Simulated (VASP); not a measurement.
La2O3:

```
CELL_PARAMETERS angstrom
3.93078 0.00000 0.00000
-1.96539 3.40415 0.00000
0.00000 0.00000 6.11195
ATOMIC_POSITIONS crystal
La 0.66667 0.33333 0.75376
La 0.33333 0.66667 0.24624
O 0.66667 0.33333 0.35411
O 0.33333 0.66667 0.64589
O 0.00000 0.00000 0.00000
```

Base run:

* Program: VASP 6.6.1
* Functional: r2SCAN
* Potentials or basis: VASP PAW PBE potentials, release 64 (La, O)
* Cutoff: 520 eV
* k mesh: 6 × 6 × 4
* Occupations: fermi-dirac, width 0.1 eV
* Spin: no spin polarisation

Its results: band gap on the k mesh 4.24 eV, indirect (least direct gap 4.36 eV); pressure 0.2 GPa; largest force 0.020 eV/Å.

Question: The run is repeated on the same cell with these changes: functional from r2SCAN to PBEsol. What comes out?

Answer: Band gap on the k mesh 3.78 eV, indirect (least direct gap 3.88 eV); pressure -3.2 GPa; largest force 0.101 eV/Å.

r2SCAN gives the wider gap, since meta-GGAs in the generalised Kohn-Sham scheme recover part of the derivative discontinuity.

Caveats: the PAW data sets were made with another functional, which shifts forces and pressure a little; spin-orbit coupling is left out, which moves the levels of the heavy elements.

A k mesh can miss the band edges.
